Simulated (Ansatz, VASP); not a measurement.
# TiB2: VASP beside Ansatz

Contents of INCAR:

```
PREC = Accurate
ENCUT = 520
EDIFF = 1E-6
ISMEAR = -1
SIGMA = 0.03
LREAL = False
LASPH = True
NELM = 100
ALGO = Normal
ISIF = 2
LWAVE = False
LCHARG = False
GGA = PS
NBANDS = 16
```

KPOINTS

```
Automatic mesh
0
Gamma
  6 6 5
```

The input POSCAR:

```
TiB2
1.0
    3.0292000000      0.0000000000      0.0000000000
   -1.5146000000      2.6233641531      0.0000000000
    0.0000000000      0.0000000000      3.2284000000
Ti B
1 2
Direct
    0.0000000000      0.0000000000      0.0000000000
    0.6666666667      0.3333333333      0.5000000000
    0.3333333333      0.6666666667      0.5000000000
```

The input input.yaml:

```yaml
crystal:
  lattice:
    - [3.0292, 0.0, 0.0]
    - [-1.5146, 2.6233641531, 0.0]
    - [0.0, 0.0, 3.2284]
  atoms:
    - { symbol: Ti, position: [0.0, 0.0, 0.0] }
    - { symbol: B, position: [0.6666666667, 0.3333333333, 0.5] }
    - { symbol: B, position: [0.3333333333, 0.6666666667, 0.5] }
kpoints:
  mp_grid: { grid: [6, 6, 5] }
scf:
  occupations: { method: fermi_dirac, width: 0.03 }
hamiltonian:
  xc: pbesol
  pseudopotentials: { kind: all_electron, lapw: { basis_error: 0.002 } }
output:
  forces: true
  stress: true
  eigenvalues: true
```

Alike in both runs: task single point; functional PBEsol; k mesh 6 × 6 × 5; occupations fermi-dirac, width 0.03 eV; no spin polarisation.

```csv
,VASP,Ansatz
version,VASP 6.6.1,Ansatz 0.2.0
potentials or method,"VASP PAW PBE potentials, release 64 (Ti_sv, B), cutoff 520 eV","all-electron LAPW, scalar-relativistic"
```

|  | VASP | Ansatz | Ansatz less VASP |
| --- | --- | --- | --- |
| gap on the k mesh at the Fermi level (eV) | none | none | - |
| pressure (GPa) | -4.5 | -4.9 | -0.40 |
| traceless stress, the component that is largest in VASP (GPa) | -3.52 | -3.39 | +0.129 |

VASP's potentials were made for PBE, not for PBEsol. A gap of «none» marks a metal or a gap that the smearing closes. Ansatz ran all-electron here, and VASP with PAW potentials.

The k mesh is coarse, so the values compare programs but aren't converged. Noted on Ansatz's run: the k mesh is thin for a metal, which can move the energy by tens of meV per atom.
